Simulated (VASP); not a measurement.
# Ga (Pm-3m) in VASP: further runs, part 2 of 2

VASP 6.6.1.

### 4 Single point, PBE

The input, INCAR:

```
SYSTEM = Ga
PREC = Accurate
ENCUT = 520
EDIFF = 1E-6
ISMEAR = 0
SIGMA = 0.026000000000000002
LREAL = .False.
LASPH = .True.
NELM = 80
ALGO = Normal
ISIF = 2
LWAVE = .False.
LCHARG = .False.
GGA = PE
NBANDS = 12
```

The input, KPOINTS:

```
Automatic mesh
0
Gamma
  10 10 10
  0 0 0
```

The input, POSCAR:

```
Ga
1.0
    2.7164800000      0.0000000000      0.0000000000
    0.0000000000      2.7164800000      0.0000000000
    0.0000000000      0.0000000000      2.7164800000
Ga
1
Direct
    0.0000000000      0.0000000000      0.0000000000
```

Potentials or basis: VASP PAW PBE potentials, release 64 (Ga_d).

On the command line:

```console
> cat potpaw_PBE.64/Ga_d/POTCAR > POTCAR
> mpirun -np 1 vasp_std > vasp.out
```

OUTCAR:

```text
SYSTEM = Ga
   PREC = Accurate
   ENCUT = 520
   EDIFF = 1E-6
   ISMEAR = 0
   LREAL = .False.
   LASPH = .True.
   NELM = 80
   ISIF = 2
   GGA = PE

 ion  position               nearest neighbor table
   1  0.000  0.000  0.000-

  LATTYP: Found a simple cubic cell.
 ALAT       =     2.7164800000

  Lattice vectors:

 A1 = (   2.7164800000,   0.0000000000,   0.0000000000)
 A2 = (   0.0000000000,   2.7164800000,   0.0000000000)
 A3 = (   0.0000000000,   0.0000000000,   2.7164800000)

Analysis of symmetry for initial positions (statically):
=====================================================================
 Subroutine PRICEL returns:
 Original cell was already a primitive cell.

 Routine SETGRP: Setting up the symmetry group for a
 simple cubic supercell.

 Subroutine GETGRP returns: Found 48 space group operations
 (whereof 48 operations were pure point group operations)
 out of a pool of 48 trial point group operations.

The static configuration has the point symmetry O_h .

Analysis of symmetry for dynamics (positions and initial velocities):
=====================================================================
 Subroutine PRICEL returns:
 Original cell was already a primitive cell.

 Routine SETGRP: Setting up the symmetry group for a
 simple cubic supercell.

 Subroutine GETGRP returns: Found 48 space group operations
 (whereof 48 operations were pure point group operations)
 out of a pool of 48 trial point group operations.

The dynamic configuration has the point symmetry O_h .

 Subroutine INISYM returns: Found 48 space group operations
 (whereof 48 operations are pure point group operations),
 and found     1 'primitive' translations

----------------------------------------------------------------------------------------

                                     Primitive cell

  volume of cell :      20.0456

  direct lattice vectors                    reciprocal lattice vectors
     2.716480000  0.000000000  0.000000000     0.368123454  0.000000000  0.000000000
     0.000000000  2.716480000  0.000000000     0.000000000  0.368123454  0.000000000
     0.000000000  0.000000000  2.716480000     0.000000000  0.000000000  0.368123454

  length of vectors
     2.716480000  2.716480000  2.716480000     0.368123454  0.368123454  0.368123454

  position of ions in fractional coordinates (direct lattice)
     0.000000000  0.000000000  0.000000000

  ion indices of the primitive-cell ions
   primitive index   ion index
                 1           1

----------------------------------------------------------------------------------------

 KPOINTS: Automatic mesh

Automatic generation of k-mesh.
 Grid dimensions read from file:
 generate k-points for:   10   10   10

 Generating k-lattice:

  Cartesian coordinates                     Fractional coordinates (reciprocal lattice)
     0.036812345  0.000000000  0.000000000     0.100000000  0.000000000  0.000000000
     0.000000000  0.036812345  0.000000000     0.000000000  0.100000000  0.000000000
     0.000000000  0.000000000  0.036812345     0.000000000  0.000000000  0.100000000

  Length of vectors
     0.036812345  0.036812345  0.036812345

  Shift w.r.t. Gamma in fractional coordinates (k-lattice)
     0.000000000  0.000000000  0.000000000

 Subroutine IBZKPT returns following result:
 ===========================================

 Found     56 irreducible k-points:

 Following reciprocal coordinates:
            Coordinates               Weight
  0.000000  0.000000  0.000000      1.000000
  0.100000  0.000000  0.000000      6.000000
  0.200000  0.000000  0.000000      6.000000
  0.300000  0.000000  0.000000      6.000000
  0.400000  0.000000  0.000000      6.000000
  0.500000  0.000000  0.000000      3.000000
[... 16 lines left out ...]
  0.200000  0.100000  0.100000     24.000000
  0.300000  0.100000  0.100000     24.000000
 [... further k-points ...]
   k-points           NKPTS =     56   k-points in BZ     NKDIM =     56   number of bands    NBANDS=     12
   number of dos      NEDOS =    301   number of ions     NIONS =      1
   total plane-waves  NPLWV =   8000
   dimension x,y,z NGX =    20 NGY =   20 NGZ =   20
   dimension x,y,z NGXF=    40 NGYF=   40 NGZF=   40
   ions per type =               1
   NGX,Y,Z   is equivalent  to a cutoff of  12.24, 12.24, 12.24 a.u.
   NGXF,Y,Z  is equivalent  to a cutoff of  24.48, 24.48, 24.48 a.u.
 SYSTEM =  Ga
   PREC   = accura    normal or accurate (medium, high low for compatibility)
   ISTART =      0    job   : 0-new  1-cont  2-samecut
   ICHARG =      2    charge: 1-file 2-atom 10-const
   ISPIN  =      1    spin polarized calculation?
   LNONCOLLINEAR =      F non collinear calculations
   LSORBIT =      F    spin-orbit coupling
   LASPH  =      T    aspherical Exc in radial PAW
   ENCUT  =  520.0 eV  38.22 Ry    6.18 a.u.   5.05  5.05  5.05*2*pi/ulx,y,z
   NELM   =     80;   NELMIN=  2; NELMDL= -5     # of ELM steps
   EDIFF  = 0.1E-05   stopping-criterion for ELM
   LREAL  =      F    real-space projection
   EDIFFG = 0.1E-04   stopping-criterion for IOM
   NSW    =      0    number of steps for IOM
   IBRION =     -1    ionic relax: 0-MD 1-quasi-New 2-CG
   NFREE  =      0    steps in history (QN), initial steepest desc. (CG)
   ISIF   =      2    stress and relaxation
   ISYM   =      2    0-nonsym 1-usesym 2-fastsym
   POTIM  = 0.5000    time-step for ionic-motion
   TEBEG  =    0.0;   TEEND  =   0.0 temperature during run
   PSTRESS=    0.0 pullay stress
   NELECT =      13.0000    total number of electrons
   NUPDOWN=      -1.0000    fix difference up-down
   EMIN   =  10.00;   EMAX   =-10.00  energy-range for DOS
   EFERMI =   0.00;   METHOD = LEGACY
   ISMEAR =     0;   SIGMA  =   0.03  broadening in eV -4-tet -1-fermi 0-gaus
   EFERMI_NEDOS =   21; number of points for ismear=-14 and -15
   IALGO  =     38    algorithm
   IMIX   =      4    mixing-type and parameters
     AMIX     =   0.40;   BMIX     =  1.00
     AMIX_MAG =   1.60;   BMIX_MAG =  1.00
  volume/ion in A,a.u.               =      20.05       135.27
  Fermi-wavevector in a.u.,A,eV,Ry     =   1.417042  2.677821 27.320614  2.008008
  Thomas-Fermi vector in A             =   2.538314
   LORBIT       =      0    0 simple, 1 ext, 2 COOP (PROOUT), +10 PAW based schemes
   GGA     = PE    functional components
   LHFCALC =     F    Hartree Fock is set to
   AEXX    =    0.0000 exact exchange contribution
   IVDW    =     0    specifies the selected vdW correction
   LEPSILON=     F    determine dielectric tensor
   LRPA    =     F    only Hartree local field effects (RPA)
 non-spin polarized calculation
 Gauss-broadening in eV      SIGMA  =   0.03
  energy-cutoff  :      520.00
  volume of cell :       20.05
 maximum number of plane-waves:       554
   NGX = 11   NGY = 11   NGZ = 11

 number of electron      13.0000027 magnetization

 Free energy of the ion-electron system (eV)
  ---------------------------------------------------
  ext. energy  EPLUGINS =         0.00000000
  ---------------------------------------------------
  free energy    TOTEN  =        -2.82822891 eV

  energy without entropy =       -2.82797142  energy(sigma->0) =       -2.82810017

 E-fermi :   4.7679     XC(G=0): -10.6335

 val. band max:        4.7511013491   @ k =   0.5000   0.5000   0.3000
 cond. band min:       4.7933134287   @ k =   0.4000   0.4000   0.1000
 fundamental gap:      0.0422120796
 Fermi energy:         4.7679152868

 k-point     1 :       0.0000    0.0000    0.0000
  band No.  band energies     occupation
      1     -10.3416      2.00000
      2     -10.3416      2.00000
      3      -9.8279      2.00000
      4      -9.8279      2.00000
      5      -9.8279      2.00000
      6      -5.7979      2.00000
      7      13.7168      0.00000
      8      13.7168      0.00000
      9      13.7168      0.00000
     10      16.6465      0.00000
     11      16.6465      0.00000
     12      19.1059      0.00000

 k-point     2 :       0.1000    0.0000    0.0000
  band No.  band energies     occupation
      1     -10.3379      2.00000
      2     -10.3084      2.00000
      3      -9.8415      2.00000
      4      -9.8415      2.00000
      5      -9.8267      2.00000
      6      -5.5950      2.00000
      7      11.2146      0.00000
      8      13.9272      0.00000
      9      13.9272      0.00000
     10      16.8191      0.00000
     11      18.1115      0.00000
     12      20.6350      0.00000
[... 316 lines left out ...]
 k-point    24 :       0.3000    0.1000    0.1000
  band No.  band energies     occupation
      1     -10.2637      2.00000
      2     -10.0915      2.00000
      3      -9.9436      2.00000
      4      -9.9363      2.00000
      5      -9.8469      2.00000
      6      -3.5558      2.00000
      7       5.2222      0.00000
      8      12.8681      0.00000
      9      13.5987      0.00000
     10      20.9594      0.00000
     11      21.2975      0.00000
     12      22.5177      0.00000

 [... further k-points ...]
[... 5 lines left out ...]
  --------------------------------------------------------------------------------------
  -------------------------------------------------------------------------------------
  Total        0.0664741      0.0664741      0.0664741      0.0000000     -0.0000000      0.0000000
  in kB        5.3130440      5.3130440      5.3130440      0.0000000     -0.0000000      0.0000000
  external PRESSURE =       5.3130440 kB  Pullay stress =       0.0000000 kB

 VOLUME and BASIS-vectors are now :
 -----------------------------------------------------------------------------
  energy-cutoff  :      520.00
  volume of cell :       20.05
      direct lattice vectors                 reciprocal lattice vectors
     2.716480000  0.000000000  0.000000000     0.368123454  0.000000000  0.000000000
     0.000000000  2.716480000  0.000000000     0.000000000  0.368123454  0.000000000
     0.000000000  0.000000000  2.716480000     0.000000000  0.000000000  0.368123454

 POSITION                                       TOTAL-FORCE (eV/Angst)
 -----------------------------------------------------------------------------------
      0.00000      0.00000      0.00000         0.000000      0.000000      0.000000
 -----------------------------------------------------------------------------------
    total drift:                               -0.000000      0.000000      0.000000

  FREE ENERGIE OF THE ION-ELECTRON SYSTEM (eV)
  ---------------------------------------------------
  free  energy   TOTEN  =        -2.8282289140 eV

  energy  without entropy=       -2.8279714168  energy(sigma->0) =       -2.82810017
```

Wall time 4.8 s (1 thread of Intel Xeon 6975P-C, shared host); peak memory 0.13 GiB.

What came out:

```
Free energy : -2.8282 eV
Pressure    : 0.5 GPa
```

Levels at points of the mesh, in eV from the Fermi level:
| k point | band 2 | band 3 | band 4 | band 5 | band 6 | band 7 | band 8 | band 9 | band 10 | band 11 |
| --- | --- | --- | --- | --- | --- | --- | --- | --- | --- | --- |
| (0.00, 0.00, 0.00) | -15.11 | -14.60 | -14.60 | -14.60 | -10.57 | 8.95 | 8.95 | 8.95 | 11.88 | 11.88 |
| (0.50, 0.00, 0.00) | -14.79 | -14.74 | -14.74 | -14.58 | -6.21 | -4.10 | 12.37 | 12.37 | 15.59 | 16.42 |
| (0.50, 0.50, 0.00) | -14.92 | -14.72 | -14.72 | -14.46 | -1.66 | -0.67 | -0.67 | 4.22 | 15.88 | 20.46 |
| (0.50, 0.50, 0.50) | -14.93 | -14.93 | -14.45 | -14.45 | 2.62 | 2.62 | 2.62 | 3.76 | 8.19 | 8.19 |

### 5 Summary

```csv
smearing,gap on the mesh (eV),pressure (GPa)
gaussian 0.024 eV,none,0.6
gaussian 0.025 eV,none,0.6
gaussian 0.026 eV,none,0.5
```

Alike in all rows: task single point; level PBE; potentials or basis VASP PAW PBE potentials, release 64 (Ga_d); no spin polarisation; cell as given; k mesh 10 × 10 × 10; cutoff (eV) 520.

Every run on the cell as given and a fine mesh finds a metal.

Absolute energies hang on the potentials; compare differences alone.
